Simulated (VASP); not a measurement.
Input of a VASP 6.6.1 run:

File INCAR:

```
PREC = Accurate
ENCUT = 520
EDIFF = 1E-6
ISMEAR = 1
SIGMA = 1.0
LREAL = False
LASPH = True
NELM = 100
ALGO = Normal
ISIF = 2
LWAVE = False
LCHARG = False
NBANDS = 34
```

The input KPOINTS:

```
regular mesh
0
Gamma
  8 8 7
```

The input POSCAR:

```
Ga
1.0
    2.2178908173     -3.7419137528      0.0000000000
    2.2178908173      3.7419137528      0.0000000000
    0.0000000000      0.0000000000      4.4249628129
Ga
4
Direct
    0.8443628362      0.1556371638      0.0859373133
    0.6556371638      0.3443628362      0.5859373133
    0.1556371638      0.8443628362      0.9140626867
    0.3443628362      0.6556371638      0.4140626867
```

Potentials or basis: VASP PAW LDA potentials, release 64 (Ga_d).

The run is started by

```console
$ cat potpaw_LDA.64/Ga_d/POTCAR > POTCAR
$ mpirun -np 1 vasp_std > vasp.out
```

(1) Predict the largest force.

(2) What does it give for the pressure?

Results:

(1) 0.039 eV/Å.

(2) 0.0 GPa.

Caveat: so wide a smearing shifts energies and pressures.
